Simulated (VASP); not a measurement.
# K2H (P6/mmm) in VASP: further runs

The runs below take K2H through single point, relaxation of cell and atoms, with PBE.

Program: VASP 6.6.1. These are calculated values, not measurements. Logs are shortened: lines on timing, memory, paths and dates and some standing lists are left out, and cuts for length are marked.

## (1) The cell of the first run

Symmetry: P6/mmm, No. 191, hexagonal system. The conventional cell has a = 5.930 Å, b = 5.930 Å, c = 3.956 Å, α = 90.00°, β = 90.00°, γ = 120.00°. K (site symmetry -6m2) has 5 K at 3.42 to 3.96 Å and 6 H at 3.95 Å within 4.5 Å. Within 5.2 Å of H (site symmetry 6/mmm) lie 12 K at 3.95 Å and 2 H at 3.96 Å.

## (2) Single point, PBE

INCAR reads:

```
SYSTEM = K2H
PREC = Accurate
ENCUT = 520
EDIFF = 1E-6
ISMEAR = 0
SIGMA = 0.1
LREAL = .FALSE.
LASPH = .TRUE.
NELM = 80
ALGO = Normal
ISIF = 2
LWAVE = .FALSE.
LCHARG = .FALSE.
GGA = PE
NBANDS = 16
```

KPOINTS reads:

```
Automatic mesh
0
G
  6 6 4
  0 0 0
```

POSCAR reads:

```
K2H
1.0
    5.9298004700      0.0000000000      0.0000000000
   -2.9649002349      5.1353578464      0.0000000000
    0.0000000000      0.0000000000      3.9558820230
K H
2 1
Direct
    0.3333333333      0.6666666667      0.5000000000
    0.6666666667      0.3333333333      0.5000000000
    0.0000000000      0.0000000000      0.0000000000
```

Potentials or basis: VASP PAW PBE potentials, release 64 (K_sv, H).

Run with:

```
$ cat potpaw_PBE.64/K_sv/POTCAR potpaw_PBE.64/H/POTCAR > POTCAR
$ mpirun -np 1 vasp_std > vasp.out
```

OUTCAR:

```text
SYSTEM = K2H
   PREC = Accurate
   ENCUT = 520
   EDIFF = 1E-6
   ISMEAR = 0
   LREAL = .FALSE.
   LASPH = .TRUE.
   NELM = 80
   ISIF = 2
   GGA = PE

 ion  position               nearest neighbor table
   1  0.333  0.667  0.500-   2 3.42   2 3.42   2 3.42
   2  0.667  0.333  0.500-   1 3.42   1 3.42   1 3.42
   3  0.000  0.000  0.000-

  LATTYP: Found a hexagonal cell.
 ALAT       =     5.9298004700
 C/A-ratio  =     0.6671189095

  Lattice vectors:

 A1 = (   5.9298004700,   0.0000000000,   0.0000000000)
 A2 = (  -2.9649002349,   5.1353578464,   0.0000000000)
 A3 = (   0.0000000000,   0.0000000000,   3.9558820230)

Analysis of symmetry for initial positions (statically):
=====================================================================
 Subroutine PRICEL returns:
 Original cell was already a primitive cell.

 Routine SETGRP: Setting up the symmetry group for a
 hexagonal supercell.

 Subroutine GETGRP returns: Found 24 space group operations
 (whereof 24 operations were pure point group operations)
 out of a pool of 24 trial point group operations.

The static configuration has the point symmetry D_6h.

Analysis of symmetry for dynamics (positions and initial velocities):
=====================================================================
 Subroutine PRICEL returns:
 Original cell was already a primitive cell.

 Routine SETGRP: Setting up the symmetry group for a
 hexagonal supercell.

 Subroutine GETGRP returns: Found 24 space group operations
 (whereof 24 operations were pure point group operations)
 out of a pool of 24 trial point group operations.

The dynamic configuration has the point symmetry D_6h.

 Subroutine INISYM returns: Found 24 space group operations
 (whereof 24 operations are pure point group operations),
 and found     1 'primitive' translations

----------------------------------------------------------------------------------------

                                     Primitive cell

  volume of cell :     120.4631

  direct lattice vectors                    reciprocal lattice vectors
     5.929800470  0.000000000  0.000000000     0.168639738  0.097364198  0.000000000
    -2.964900235  5.135357846  0.000000000     0.000000000  0.194728397  0.000000000
     0.000000000  0.000000000  3.955882023     0.000000000  0.000000000  0.252788125

  length of vectors
     5.929800470  5.929800470  3.955882023     0.194728397  0.194728397  0.252788125

  position of ions in fractional coordinates (direct lattice)
     0.333333333  0.666666667  0.500000000
     0.666666667  0.333333333  0.500000000
     0.000000000  0.000000000  0.000000000

  ion indices of the primitive-cell ions
   primitive index   ion index
                 1           1
                 2           2
                 3           3

----------------------------------------------------------------------------------------

 KPOINTS: Automatic mesh

Automatic generation of k-mesh.
 Grid dimensions read from file:
 generate k-points for:    6    6    4

 Generating k-lattice:

  Cartesian coordinates                     Fractional coordinates (reciprocal lattice)
     0.028106623  0.016227366  0.000000000     0.166666667  0.000000000  0.000000000
     0.000000000  0.032454733  0.000000000     0.000000000  0.166666667  0.000000000
     0.000000000  0.000000000  0.063197031     0.000000000  0.000000000  0.250000000

  Length of vectors
     0.032454733  0.032454733  0.063197031

  Shift w.r.t. Gamma in fractional coordinates (k-lattice)
     0.000000000  0.000000000  0.000000000

 Subroutine IBZKPT returns following result:
 ===========================================

 Found     21 irreducible k-points:

 Following reciprocal coordinates:
            Coordinates               Weight
  0.000000  0.000000  0.000000      1.000000
  0.166667  0.000000  0.000000      6.000000
  0.333333  0.000000  0.000000      6.000000
  0.500000  0.000000  0.000000      3.000000
  0.166667  0.166667  0.000000      6.000000
  0.333333  0.166667  0.000000     12.000000
[... 13 lines left out ...]
  0.333333  0.166667  0.500000     12.000000
  0.333333  0.333333  0.500000      2.000000
   k-points           NKPTS =     21   k-points in BZ     NKDIM =     21   number of bands    NBANDS=     16
   number of dos      NEDOS =    301   number of ions     NIONS =      3
   total plane-waves  NPLWV =  69120
   dimension x,y,z NGX =    48 NGY =   48 NGZ =   30
   dimension x,y,z NGXF=    96 NGYF=   96 NGZF=   60
   ions per type =               2   1
   NGX,Y,Z   is equivalent  to a cutoff of  13.46, 13.46, 12.61 a.u.
   NGXF,Y,Z  is equivalent  to a cutoff of  26.91, 26.91, 25.21 a.u.
 SYSTEM =  K2H
   PREC   = accura    normal or accurate (medium, high low for compatibility)
   ISTART =      0    job   : 0-new  1-cont  2-samecut
   ICHARG =      2    charge: 1-file 2-atom 10-const
   ISPIN  =      1    spin polarized calculation?
   LNONCOLLINEAR =      F non collinear calculations
   LSORBIT =      F    spin-orbit coupling
   LASPH  =      T    aspherical Exc in radial PAW
   ENCUT  =  520.0 eV  38.22 Ry    6.18 a.u.  11.03 11.03  7.36*2*pi/ulx,y,z
   NELM   =     80;   NELMIN=  2; NELMDL= -5     # of ELM steps
   EDIFF  = 0.1E-05   stopping-criterion for ELM
   LREAL  =      F    real-space projection
   EDIFFG = 0.1E-04   stopping-criterion for IOM
   NSW    =      0    number of steps for IOM
   IBRION =     -1    ionic relax: 0-MD 1-quasi-New 2-CG
   NFREE  =      0    steps in history (QN), initial steepest desc. (CG)
   ISIF   =      2    stress and relaxation
   ISYM   =      2    0-nonsym 1-usesym 2-fastsym
   POTIM  = 0.5000    time-step for ionic-motion
   TEBEG  =    0.0;   TEEND  =   0.0 temperature during run
   PSTRESS=    0.0 pullay stress
   NELECT =      19.0000    total number of electrons
   NUPDOWN=      -1.0000    fix difference up-down
   EMIN   =  10.00;   EMAX   =-10.00  energy-range for DOS
   EFERMI =   0.00;   METHOD = LEGACY
   ISMEAR =     0;   SIGMA  =   0.10  broadening in eV -4-tet -1-fermi 0-gaus
   EFERMI_NEDOS =   21; number of points for ismear=-14 and -15
   IALGO  =     38    algorithm
   IMIX   =      4    mixing-type and parameters
     AMIX     =   0.40;   BMIX     =  1.00
     AMIX_MAG =   1.60;   BMIX_MAG =  1.00
  volume/ion in A,a.u.               =      40.15       270.98
  Fermi-wavevector in a.u.,A,eV,Ry     =   0.884521  1.671502 10.644883  0.782377
  Thomas-Fermi vector in A             =   2.005432
   LORBIT       =      0    0 simple, 1 ext, 2 COOP (PROOUT), +10 PAW based schemes
   GGA     = PE    functional components
   LHFCALC =     F    Hartree Fock is set to
   AEXX    =    0.0000 exact exchange contribution
   IVDW    =     0    specifies the selected vdW correction
   LEPSILON=     F    determine dielectric tensor
   LRPA    =     F    only Hartree local field effects (RPA)
 non-spin polarized calculation
 Gauss-broadening in eV      SIGMA  =   0.10
  energy-cutoff  :      520.00
  volume of cell :      120.46
 maximum number of plane-waves:      3291
 NGX is ok and might be reduce to    48
   NGX = 23   NGY = 23   NGZ = 15

 number of electron      18.9999996 magnetization

 Free energy of the ion-electron system (eV)
  ---------------------------------------------------
  ext. energy  EPLUGINS =         0.00000000
  ---------------------------------------------------
  free energy    TOTEN  =        -3.90780168 eV

  energy without entropy =       -3.89848642  energy(sigma->0) =       -3.90314405

 E-fermi :   0.3936     XC(G=0):  -6.3223

 val. band max:        0.3839744017   @ k =   0.1667   0.0000   0.0000
 cond. band min:       0.5291725568   @ k =   0.1667   0.1667   0.2500
 fundamental gap:      0.1451981551
 Fermi energy:         0.3935593783

 k-point     1 :       0.0000    0.0000    0.0000
  band No.  band energies     occupation
      1     -32.4671      2.00000
      2     -32.3742      2.00000
      3     -16.1283      2.00000
      4     -16.1283      2.00000
      5     -15.8186      2.00000
      6     -15.7471      2.00000
[... 8 lines left out ...]
     15       3.0991      0.00000
     16       3.1689      0.00000

 k-point     2 :       0.1667    0.0000    0.0000
  band No.  band energies     occupation
      1     -32.4616      2.00000
      2     -32.3797      2.00000
      3     -16.1377      2.00000
      4     -16.1109      2.00000
      5     -15.8129      2.00000
      6     -15.7662      2.00000
[... 8 lines left out ...]
     15       3.3583      0.00000
     16       3.7530      0.00000

 k-point     3 :       0.3333    0.0000    0.0000
  band No.  band energies     occupation
      1     -32.4476      2.00000
      2     -32.3940      2.00000
      3     -16.1552      2.00000
      4     -16.0690      2.00000
      5     -15.8117      2.00000
      6     -15.7983      2.00000
[... 8 lines left out ...]
     15       3.7474      0.00000
     16       4.0829      0.00000

 k-point     4 :       0.5000    0.0000    0.0000
  band No.  band energies     occupation
      1     -32.4363      2.00000
      2     -32.4053      2.00000
      3     -16.1634      2.00000
      4     -16.0414      2.00000
      5     -15.8411      2.00000
      6     -15.7866      2.00000
[... 8 lines left out ...]
     15       3.7242      0.00000
     16       4.2706      0.00000
[... 267 lines left out ...]
 k-point    19 :       0.1667    0.1667    0.5000
  band No.  band energies     occupation
      1     -32.4394      2.00000
      2     -32.3784      2.00000
      3     -16.1292      2.00000
      4     -16.0519      2.00000
      5     -15.9891      2.00000
      6     -15.9027      2.00000
[... 8 lines left out ...]
     15       3.9344      0.00000
     16       4.4724      0.00000

 k-point    20 :       0.3333    0.1667    0.5000
  band No.  band energies     occupation
      1     -32.4242      2.00000
      2     -32.3937      2.00000
      3     -16.1453      2.00000
      4     -15.9986      2.00000
      5     -15.9674      2.00000
      6     -15.9243      2.00000
[... 8 lines left out ...]
     15       3.3763      0.00000
     16       4.2749      0.00000

 k-point    21 :       0.3333    0.3333    0.5000
  band No.  band energies     occupation
      1     -32.4090      2.00000
      2     -32.4090      2.00000
      3     -16.1555      2.00000
      4     -15.9459      2.00000
      5     -15.9459      2.00000
      6     -15.9207      2.00000
[... 8 lines left out ...]
     15       2.7893      0.00000
     16       4.3766      0.00000

------------------------ aborting loop because EDIFF is reached ----------------------------------------

  FORCE on cell =-STRESS in cart. coord.  units (eV):
  Direction    XX          YY          ZZ          XY          YZ          ZX
  --------------------------------------------------------------------------------------
  -------------------------------------------------------------------------------------
  Total        0.0952470      0.0952470      0.0213259      0.0000000      0.0000000     -0.0000000
  in kB        1.2667991      1.2667991      0.2836380      0.0000000      0.0000000     -0.0000000
  external PRESSURE =       0.9390787 kB  Pullay stress =       0.0000000 kB

 VOLUME and BASIS-vectors are now :
 -----------------------------------------------------------------------------
  energy-cutoff  :      520.00
  volume of cell :      120.46
      direct lattice vectors                 reciprocal lattice vectors
     5.929800470  0.000000000  0.000000000     0.168639738  0.097364198  0.000000000
    -2.964900235  5.135357846  0.000000000     0.000000000  0.194728397  0.000000000
     0.000000000  0.000000000  3.955882023     0.000000000  0.000000000  0.252788125

 POSITION                                       TOTAL-FORCE (eV/Angst)
 -----------------------------------------------------------------------------------
     -0.00000      3.42357      1.97794         0.000000     -0.000000      0.000000
      2.96490      1.71179      1.97794        -0.000000      0.000000     -0.000000
      0.00000      0.00000      0.00000        -0.000000      0.000000     -0.000000
 -----------------------------------------------------------------------------------
    total drift:                               -0.000000      0.000000     -0.000000

  FREE ENERGIE OF THE ION-ELECTRON SYSTEM (eV)
  ---------------------------------------------------
  free  energy   TOTEN  =        -3.9078016824 eV

  energy  without entropy=       -3.8984864224  energy(sigma->0) =       -3.90314405
```

Wall time 48 s (1 thread of Intel Xeon Platinum 8559C (Emerald Rapids), shared host); peak memory 0.25 GiB.

What came out:

| Quantity | Value |
| --- | --- |
| Free energy | -3.9078 eV |
| Pressure | 0.1 GPa |
| Band gap on the k mesh | zero (an odd number of electrons rules out a gap without spin polarisation) |

Levels at points of the mesh, in eV from the Fermi level:
```tsv
k point	band 5	band 6	band 7	band 8	band 9	band 10	band 11	band 12	band 13	band 14
(0.00, 0.00, 0.00)	-16.21	-16.14	-16.14	-16.12	-3.27	0.36	2.20	2.20	2.69	2.71
(0.50, 0.00, 0.00)	-16.23	-16.18	-16.15	-16.10	-2.51	-0.98	0.70	2.13	3.09	3.23
(0.00, 0.00, 0.50)	-16.40	-16.27	-16.13	-16.13	-1.91	0.24	2.08	2.08	2.09	3.62
(0.50, 0.00, 0.50)	-16.36	-16.32	-16.22	-16.09	-1.78	1.06	1.49	1.82	1.97	2.14
```

Caveat: the k points lie up to 0.40 Å⁻¹ apart, too coarse for converged energies and pressures of a metal.

## (3) Relaxation of cell and atoms, PBE

This run uses another cell than the first one, of 24.80 Å³/atom.

INCAR reads:

```
SYSTEM = K2H
  PREC = Accurate
  ENCUT = 600
  EDIFF = 1E-6
  ISMEAR = 0
  SIGMA = 0.1
  LREAL = .FALSE.
  LASPH = .TRUE.
  NELM = 60
  ALGO = Normal
  ISIF = 3
  LWAVE = .FALSE.
  LCHARG = .FALSE.
  GGA = PE
  IBRION = 2
  NSW = 90
  EDIFFG = -0.04
```

KPOINTS reads:

```
regular mesh
0
G
  6 6 4
  0 0 0
```

POSCAR reads:

```
K2H
1.0
    4.3012605061      0.0000000000      0.0000000000
   -2.1506302530      3.7250008666      0.0000000000
    0.0000000000      0.0000000000      4.6442181544
K H
2 1
Direct
    0.3333333333      0.6666666667      0.5000000000
    0.6666666667      0.3333333333      0.5000000000
    0.0000000000      0.0000000000      0.0000000000
```

Potentials or basis: VASP PAW PBE potentials, release 64 (K_sv, H).

Run with:

```
$ cat potpaw_PBE.64/K_sv/POTCAR potpaw_PBE.64/H/POTCAR > POTCAR
$ mpirun -np 1 vasp_std > vasp.out
```

It took 2.5 min on 1 thread of Intel Xeon Platinum 8559C (Emerald Rapids), shared host; peak memory 0.22 GiB.

Results (log left out):

```yaml
Free_energy: -3.8805 eV
Relaxed_volume: 40.96 Å³/atom
Relaxed_cell: a = 5.967 Å, b = 5.967 Å, c = 3.984 Å, α = 90.00°, β = 90.00°, γ = 120.00°
Space_group_after_relaxing_to_0.1_Å: P6/mmm (No. 191)
Energy_gained_by_relaxing: 822.2 meV/atom
Ionic_steps: 8
Pressure_after_relaxing: -0.1 GPa
Band_gap_on_the_k_mesh: zero (an odd number of electrons rules out a gap without spin polarisation)
```

The path:
| step | energy change (eV) | largest force (eV/Å) | pressure (GPa) | volume (Å³) |
| --- | --- | --- | --- | --- |
| 1 | 0.0000 | 0.0000 | 9.45 | 74.41 |
| 2 | -1.3966 | 0.0000 | 3.49 | 90.62 |
| 3 | -2.3448 | 0.0000 | 0.38 | 115.19 |
| 4 | -2.4424 | 0.0000 | -0.18 | 125.10 |
| 5 | -2.4527 | 0.0000 | -0.35 | 129.47 |
| 6 | -2.4518 | 0.0000 | -0.31 | 128.32 |
| 7 | -2.4611 | 0.0000 | -0.23 | 125.89 |
| 8 | -2.4666 | 0.0000 | -0.12 | 122.87 |

Final structure:
```xyz
3
Lattice="5.9673 0.0000 0.0000 -2.9837 5.1679 0.0000 0.0000 0.0000 3.9844" Properties=species:S:1:pos:R:3 pbc="T T T"
K     0.0000    3.4453    1.9922
K     2.9837    1.7226    1.9922
H     0.0000    0.0000    0.0000
```

Levels at points of the mesh, in eV from the Fermi level:
```
           k point  band 7  band 8  band 9  band 10  band 11  band 12
(0.00, 0.00, 0.00)  -16.14  -16.11   -3.21     0.36     2.21     2.21
(0.50, 0.00, 0.00)  -16.15  -16.10   -2.45    -0.97     0.70     2.11
(0.00, 0.00, 0.50)  -16.12  -16.12   -1.88     0.24     2.06     2.11
(0.50, 0.00, 0.50)  -16.21  -16.09   -1.74     1.06     1.52     1.79
```

Caveat: the volume moved by over 15 % at a fixed basis, so the end points are rough.

(Continued in part 2 of 2.)

The gap in the log of VASP goes by the Fermi energy; the results here count the filled bands.